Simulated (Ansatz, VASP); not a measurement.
## Al2O3: VASP beside Ansatz

INCAR

```
  PREC = Accurate
  ENCUT = 520
  EDIFF = 1E-6
  ISMEAR = 0
  SIGMA = 0.1
  LREAL = False
  LASPH = True
  NELM = 100
  ALGO = Normal
  ISIF = 2
  LWAVE = False
  LCHARG = False
  GGA = PE
  NBANDS = 35
```

File KPOINTS:

```
regular mesh
0
Gamma
  4 4 4
```

The input POSCAR:

```
Al2O3
1.0
   -2.7976853200      2.7976853200      9.6914659500
    2.7976853200     -2.7976853200      9.6914659500
    2.7976853200      2.7976853200     -9.6914659500
Al O
4 6
Direct
    0.0833333400      0.0833333400      0.0000000000
    0.8333333400      0.3333333400      0.5000000000
    0.9166666600      0.9166666600      0.0000000000
    0.6666666600      0.1666666600      0.5000000000
    0.0000000000      0.0000000000      0.0000000000
    0.3750000000      0.1250000000      0.2500000000
    0.8750000000      0.1250000000      0.7500000000
    0.8750000000      0.1250000000      0.2500000000
    0.8750000000      0.6250000000      0.7500000000
    0.7500000000      0.2500000000      0.5000000000
```

Input for Ansatz:

```yaml
crystal:
  lattice:
    - [-2.79768532, 2.79768532, 9.69146595]
    - [2.79768532, -2.79768532, 9.69146595]
    - [2.79768532, 2.79768532, -9.69146595]
  atoms:
    - { symbol: Al, position: [0.08333334, 0.08333334, 0.0] }
    - { symbol: Al, position: [0.83333334, 0.33333334, 0.5] }
    - { symbol: Al, position: [0.91666666, 0.91666666, 0.0] }
    - { symbol: Al, position: [0.66666666, 0.16666666, 0.5] }
    - { symbol: O, position: [0.0, 0.0, 0.0] }
    - { symbol: O, position: [0.375, 0.125, 0.25] }
    - { symbol: O, position: [0.875, 0.125, 0.75] }
    - { symbol: O, position: [0.875, 0.125, 0.25] }
    - { symbol: O, position: [0.875, 0.625, 0.75] }
    - { symbol: O, position: [0.75, 0.25, 0.5] }
basis:
  ecutwfc: 420
kpoints:
  mp_grid: { grid: [4, 4, 4] }
hamiltonian:
  xc: pbe
scf:
  occupations: { method: gaussian, width: 0.1 }
  lower_state_search: "off"
output:
  forces: true
  stress: true
  eigenvalues: true
```

Alike in both runs: task single point; functional PBE; k mesh 4 × 4 × 4; occupations gaussian, width 0.1 eV; no spin polarisation.

```csv
,VASP,Ansatz
version,VASP 6.6.1,Ansatz 0.2.0
potentials or method,"VASP PAW PBE potentials, release 64 (Al, O), cutoff 520 eV","scalar-relativistic, plane waves, PAW"
valence electrons in the cell,48,48
```

|  | VASP | Ansatz | Ansatz less VASP |
| --- | --- | --- | --- |
| gap on the k mesh at the Fermi level (eV) | 3.58 | 3.59 | +0.010 |
| least direct gap on the mesh (eV) | 3.58 | 3.59 | +0.010 |
| pressure (GPa) | 9.2 | 9.0 | -0.22 |
| traceless stress, the component that is largest in VASP (GPa) | 4.46 | 4.32 | -0.141 |
| rms of the force components (eV/Å) | 0.013 | 0.013 | +0.0002 |

Atom by atom the forces differ by 0.000 eV/Å (rms over components). The functional is the same, so the differences come from potentials, cutoffs and numerics.
